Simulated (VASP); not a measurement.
A run of VASP 6.6.1 is set up as follows.

File INCAR:

```
SYSTEM = KCl
  PREC = Accurate
  ENCUT = 520
  EDIFF = 1E-6
  ISMEAR = 0
  SIGMA = 0.02
  LREAL = .False.
  LASPH = .True.
  NELM = 80
  ALGO = Normal
  ISIF = 2
  LWAVE = .False.
  LCHARG = .True.
  GGA = PS
  LELF = .True.
  LVHAR = .True.
  NBANDS = 15
```

Contents of KPOINTS:

```
regular mesh
0
Gamma
  6 6 6
  0 0 0
```

Contents of POSCAR:

```
KCl
1.0
    0.0000000000      3.1432236498      3.1432236498
    3.1432236498      0.0000000000      3.1432236498
    3.1432236498      3.1432236498      0.0000000000
K Cl
1 1
Direct
    0.0000000000      0.0000000000      0.0000000000
    0.5000000000      0.5000000000      0.5000000000
```

Potentials or basis: VASP PAW PBE potentials, release 64 (K_sv, Cl).

Launch:

```bash
$ cat potpaw_PBE.64/K_sv/POTCAR potpaw_PBE.64/Cl/POTCAR > POTCAR
$ mpirun -np 1 vasp_std > vasp.out
```

(1) Predict the pressure.

(2) Predict the band gap on the k mesh.

## Answers

(1) -0.3 GPa.

(2) 5.03 eV, direct.

Caveat: the cell differs from its parent crystal (Na replaced by K, lengths x 1.083, strained); the PAW data sets were made with another functional, which shifts forces and pressure a little.
